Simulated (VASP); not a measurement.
Runs of VASP 6.6.1 on Al. Symmetry: Fm-3m, No. 225, cubic system. Conventional cell: a = 4.050 Å, b = 4.050 Å, c = 4.050 Å, α = 90.00°, β = 90.00°, γ = 90.00°. Al (site symmetry m-3m) has 12 Al at 2.86 Å within 3.8 Å. 

```csv
level,potentials or basis,gap on the mesh (eV),pressure (GPa)
r2SCAN,"VASP PAW PBE potentials, release 64 (Al)",none,-4.1
RPBE,"VASP PAW PBE potentials, release 64 (Al)",none,0.5
LDA,"VASP PAW LDA potentials, release 64 (Al)",none,-3.9
revPBE,"VASP PAW PBE potentials, release 64 (Al)",none,(b)
PBEsol,"VASP PAW PBE potentials, release 64 (Al)",none,(a)
```

Alike in all rows: task single point; no spin polarisation; cell as given; k mesh 14 × 14 × 14; cutoff (eV) 520; smearing gaussian 0.1 eV.

Task: Estimate the missing entries.

Result: (a) -2.2; (b) 0.2.

Caveats: the PAW data sets were made with another functional, which shifts forces and pressure a little (some runs).

A gap of «none» marks levels without a gap at the run's occupations.
